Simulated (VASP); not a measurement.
# CaF2 (Fm-3m) in VASP: notebook

The runs below take CaF2 through vibrations by perturbation theory, with PBEsol.

Everything below comes from runs of VASP 6.6.1. Logs are shortened: lines on timing, memory, paths and dates and some standing lists are left out, and cuts for length are marked.

**1. The cell of the first run**

Symmetry: Fm-3m, No. 225, cubic system. Conventional cell: a = 5.421 Å, b = 5.421 Å, c = 5.421 Å, α = 90.00°, β = 90.00°, γ = 90.00°. Ca (site symmetry m-3m) has 8 F at 2.35 Å within 3.1 Å. Within 3.1 Å of F (site symmetry -43m) lie 4 Ca at 2.35 Å and 6 F at 2.71 Å.

**2. Vibrations by perturbation theory, PBEsol**

Contents of INCAR:

```
SYSTEM = CaF2
PREC = Accurate ; ENCUT = 600
EDIFF = 1E-8 ; ISMEAR = 0
SIGMA = 0.01 ; LREAL = .False.
LASPH = .True. ; NELM = 120
ALGO = Normal ; ISIF = 2
LWAVE = .False. ; LCHARG = .True.
GGA = PS ; NBANDS = 19
IBRION = 8 ; NSW = 1
LEPSILON = .True. ; GGA_COMPAT = .False.
```

Contents of KPOINTS:

```
regular mesh
0
Gamma
  8 8 8
  0 0 0
```

Contents of POSCAR:

```
CaF2
1.0
    0.0000000000      2.7102879286      2.7102879286
    2.7102879286      0.0000000000      2.7102879286
    2.7102879286      2.7102879286      0.0000000000
Ca F
1 2
Direct
    0.0000000000      0.0000000000      0.0000000000
    0.2500000000      0.2500000000      0.2500000000
    0.7500000000      0.7500000000      0.7500000000
```

Potentials or basis: VASP PAW PBE potentials, release 64 (Ca_sv, F).

Started as:

```
cat potpaw_PBE.64/Ca_sv/POTCAR potpaw_PBE.64/F/POTCAR > POTCAR
mpirun -np 1 vasp_std > vasp.out
```

OUTCAR:

```text
SYSTEM = CaF2
   PREC = Accurate
   ENCUT = 600
   EDIFF = 1E-8
   ISMEAR = 0
   LREAL = .False.
   LASPH = .True.
   NELM = 120
   ISIF = 2
   GGA = PS
   IBRION = 8
   NSW = 1
   LEPSILON = .True.

 ion  position               nearest neighbor table
   1  0.000  0.000  0.000-   2 2.35   3 2.35   3 2.35   3 2.35   3 2.35   2 2.35   2 2.35   2 2.35

   2  0.250  0.250  0.250-   1 2.35   1 2.35   1 2.35   1 2.35
   3  0.750  0.750  0.750-   1 2.35   1 2.35   1 2.35   1 2.35

  LATTYP: Found a face centered cubic cell.
 ALAT       =     5.4205758572

  Lattice vectors:

 A1 = (   0.0000000000,   2.7102879286,   2.7102879286)
 A2 = (   2.7102879286,   0.0000000000,   2.7102879286)
 A3 = (   2.7102879286,   2.7102879286,   0.0000000000)

Analysis of symmetry for initial positions (statically):
=====================================================================
 Subroutine PRICEL returns:
 Original cell was already a primitive cell.

 Routine SETGRP: Setting up the symmetry group for a
 face centered cubic supercell.

 Subroutine GETGRP returns: Found 48 space group operations
 (whereof 48 operations were pure point group operations)
 out of a pool of 48 trial point group operations.

The static configuration has the point symmetry O_h .

Analysis of symmetry for dynamics (positions and initial velocities):
=====================================================================
 Subroutine PRICEL returns:
 Original cell was already a primitive cell.

 Routine SETGRP: Setting up the symmetry group for a
 face centered cubic supercell.

 Subroutine GETGRP returns: Found 48 space group operations
 (whereof 48 operations were pure point group operations)
 out of a pool of 48 trial point group operations.

The dynamic configuration has the point symmetry O_h .

 Subroutine INISYM returns: Found 48 space group operations
 (whereof 48 operations are pure point group operations),
 and found     1 'primitive' translations

----------------------------------------------------------------------------------------

                                     Primitive cell

  volume of cell :      39.8177

  direct lattice vectors                    reciprocal lattice vectors
     0.000000000  2.710287929  2.710287929    -0.184482244  0.184482244  0.184482244
     2.710287929  0.000000000  2.710287929     0.184482244 -0.184482244  0.184482244
     2.710287929  2.710287929  0.000000000     0.184482244  0.184482244 -0.184482244

  length of vectors
     3.832925947  3.832925947  3.832925947     0.319532620  0.319532620  0.319532620

  position of ions in fractional coordinates (direct lattice)
     0.000000000  0.000000000  0.000000000
     0.250000000  0.250000000  0.250000000
     0.750000000  0.750000000  0.750000000

  ion indices of the primitive-cell ions
   primitive index   ion index
                 1           1
                 2           2
                 3           3

----------------------------------------------------------------------------------------

 KPOINTS: regular mesh

Automatic generation of k-mesh.
[... 695 lines left out ...]

--------------------------------------- Ionic step        3  -------------------------------------------

------------------------ aborting loop because EDIFF is reached ----------------------------------------

 PIEZOELECTRIC TENSOR FIELD DIRECTION 3  (e Angst)
 -----------------------------------------------------------------------------
     0.00015  0.00000 -0.00000           (  0.00000  0.00000  0.00000)
     0.00000  0.00015  0.00000           (  0.00000  0.00000  0.00000)
     0.00000 -0.00000 -0.00014           (  0.00000  0.00000 -0.00001)

 PIEZOELECTRIC TENSOR FIELD DIRECTION 3  (C/m^2)
 -----------------------------------------------------------------------------
     0.00006  0.00000 -0.00000
     0.00000  0.00006  0.00000
     0.00000 -0.00000 -0.00006

--------------------------------------- Ionic step        4  -------------------------------------------

------------------------ aborting loop because EDIFF is reached ----------------------------------------

[... ionic steps 5 to 6 ...]

--------------------------------------- Ionic step        7  -------------------------------------------

 Free energy of the ion-electron system (eV)
  ---------------------------------------------------
  ---------------------------------------------------
  free energy    TOTEN  =        -0.53372353 eV

  energy without entropy =       -0.53372353

------------------------ aborting loop because EDIFF is reached ----------------------------------------

 INTERNAL STRAIN TENSOR  FOR ION    2  DIRECTION 1   (eV/Angst):
 -----------------------------------------------------------------------------
    -0.00616  0.00000  0.00000
     0.00000  0.00190 -2.77122
     0.00000 -2.77122  0.00190

 MACROSCOPIC STATIC DIELECTRIC TENSOR (including local field effects in DFT)
 ------------------------------------------------------
           2.314952     0.000000     0.000000
          -0.000000     2.314952     0.000000
           0.000000    -0.000000     2.314952
 ------------------------------------------------------

 PIEZOELECTRIC TENSOR (including local field effects)  for field in x, y, z        (e  Angst)
          XX          YY          ZZ          XY          YZ          ZX
  --------------------------------------------------------------------------------
  x     0.00000     0.00000     0.00000     0.00000     0.00000     0.00000
  y     0.00000     0.00000     0.00000     0.00000     0.00000     0.00000
  z     0.00000     0.00000     0.00000     0.00000     0.00000     0.00000

 PIEZOELECTRIC TENSOR (including local field effects)  for field in x, y, z        (C/m^2)
          XX          YY          ZZ          XY          YZ          ZX
  --------------------------------------------------------------------------------
  x     0.00000     0.00000     0.00000     0.00000     0.00000     0.00000
  y     0.00000     0.00000     0.00000     0.00000     0.00000     0.00000
  z     0.00000     0.00000     0.00000     0.00000     0.00000     0.00000

 BORN EFFECTIVE CHARGES (including local field effects) (in |e|, cummulative output)
 ---------------------------------------------------------------------------------
 ion    1
    1     2.37153    -0.00000     0.00000
    2     0.00000     2.37153     0.00000
    3     0.00000     0.00000     2.37153
 ion    2
    1    -1.18577    -0.00000     0.00000
    2     0.00000    -1.18577     0.00000
    3     0.00000     0.00000    -1.18577
 ion    3
    1    -1.18577     0.00000     0.00000
    2     0.00000    -1.18577     0.00000
    3     0.00000     0.00000    -1.18577

 INTERNAL STRAIN TENSOR FOR ION    3 for displacements in x,y,z  (eV/Angst):
          X           Y           Z          XY          YZ          ZX
  --------------------------------------------------------------------------------
  x     0.00000    -0.00000    -0.00000     0.00000     2.77122     0.00000
  y     0.00000     0.00000     0.00000     0.00000     0.00000     2.77122
  z    -0.00000    -0.00000     0.00000     2.77122     0.00000     0.00000

 SECOND DERIVATIVES (NOT SYMMETRIZED)
 ------------------------------------
               1X          1Y          1Z          2X          2Y          2Z          3X          3Y          3Z
  1X    -4.721305    0.000000    0.000000    2.360652    0.000000    0.000000    2.360652    0.000000    0.000000
  1Y     0.000000   -4.721305    0.000000    0.000000    2.360652    0.000000    0.000000    2.360652    0.000000
  1Z     0.000000    0.000000   -4.721305    0.000000    0.000000    2.360652    0.000000    0.000000    2.360652
  2X     2.347854    0.000000    0.000000   -4.762701    0.000000    0.000000    2.414847    0.000000    0.000000
  2Y     0.000000    2.347854    0.000000    0.000000   -4.762701    0.000000    0.000000    2.414847   -0.000000
  2Z     0.000000    0.000000    2.347854    0.000000    0.000000   -4.762701    0.000000   -0.000000    2.414847
  3X     2.347854    0.000000    0.000000    2.414847    0.000000    0.000000   -4.762701    0.000000    0.000000
  3Y     0.000000    2.347854    0.000000    0.000000    2.414847   -0.000000    0.000000   -4.762701    0.000000
  3Z     0.000000    0.000000    2.347854    0.000000   -0.000000    2.414847    0.000000    0.000000   -4.762701

 Eigenvectors and eigenvalues of the dynamical matrix
 ----------------------------------------------------

   1 f  =    9.609147 THz    60.376051 2PiTHz  320.526639 cm-1    39.740220 meV
             X         Y         Z           dx          dy          dz
      0.000000  0.000000  0.000000    -0.000000    0.000000   -0.000000
      1.355144  1.355144  1.355144    -0.137969    0.693138    0.022910
      4.065432  4.065432  4.065432     0.137969   -0.693138   -0.022910
[... 43 lines left out ...]
   9 f/i=    0.010436 THz     0.065573 2PiTHz    0.348117 cm-1     0.043161 meV
             X         Y         Z           dx          dy          dz
      0.000000  0.000000  0.000000     0.201765   -0.024715   -0.686043
      1.355144  1.355144  1.355144     0.139293   -0.017063   -0.473623
      4.065432  4.065432  4.065432     0.139293   -0.017063   -0.473623

--------------------------------------------------------------------------------------------------------

 MACROSCOPIC STATIC DIELECTRIC TENSOR IONIC CONTRIBUTION
 ------------------------------------------------------
           5.423384    -0.000000    -0.000000
          -0.000000     5.423384     0.000000
          -0.000000     0.000000     5.423384
 ------------------------------------------------------

 ELASTIC MODULI CONTR FROM IONIC RELAXATION (kBar)
 Direction    XX          YY          ZZ          XY          YZ          ZX
 --------------------------------------------------------------------------------
 XX          -0.0000     -0.0000     -0.0000      0.0000     -0.0000     -0.0000
 YY          -0.0000     -0.0000     -0.0000      0.0000      0.0000      0.0000
 ZZ          -0.0000     -0.0000     -0.0000      0.0000      0.0000     -0.0000
 XY           0.0000      0.0000      0.0000    -86.1053     -0.0000      0.0000
 YZ          -0.0000      0.0000      0.0000     -0.0000    -86.1053     -0.0000
 ZX          -0.0000      0.0000     -0.0000      0.0000     -0.0000    -86.1053
 --------------------------------------------------------------------------------

 PIEZOELECTRIC TENSOR IONIC CONTR  for field in x, y, z        (C/m^2)
          XX          YY          ZZ          XY          YZ          ZX
  --------------------------------------------------------------------------------
  x    -0.00000     0.00000    -0.00000    -0.00000    -0.00000    -0.00000
  y    -0.00000     0.00000     0.00000    -0.00000    -0.00000     0.00000
  z     0.00000    -0.00000    -0.00000    -0.00000     0.00000    -0.00000
```

Wall time 18 min (1 thread of Intel Xeon 8259CL, shared host); peak memory 0.44 GiB.

Results:

```
Electronic dielectric tensor (diagonal)                 : 2.31
Born charges (mean of the diagonal)                     : Ca +2.37; F -1.19 e
Highest phonon frequency at Γ, LO-TO splitting left out : 321 cm⁻¹
```

Phonon frequencies in cm⁻¹ (negative: imaginary):
```tsv
q point	frequencies
(0.000, 0.000, 0.000)	0 0 0 256 256 256 321 321 321
```

Electronic dielectric tensor:
```
2.31 0.00 0.00
0.00 2.31 0.00
0.00 0.00 2.31
```

Born effective charge tensors (e):
atom 1, Ca
```
2.37 0.00 0.00
0.00 2.37 0.00
0.00 0.00 2.37
```
atom 2, F
```
-1.19  0.00  0.00
 0.00 -1.19  0.00
 0.00  0.00 -1.19
```
atom 3, F
```
-1.19  0.00  0.00
 0.00 -1.19  0.00
 0.00  0.00 -1.19
```

(Continued in part 2 of 2.)
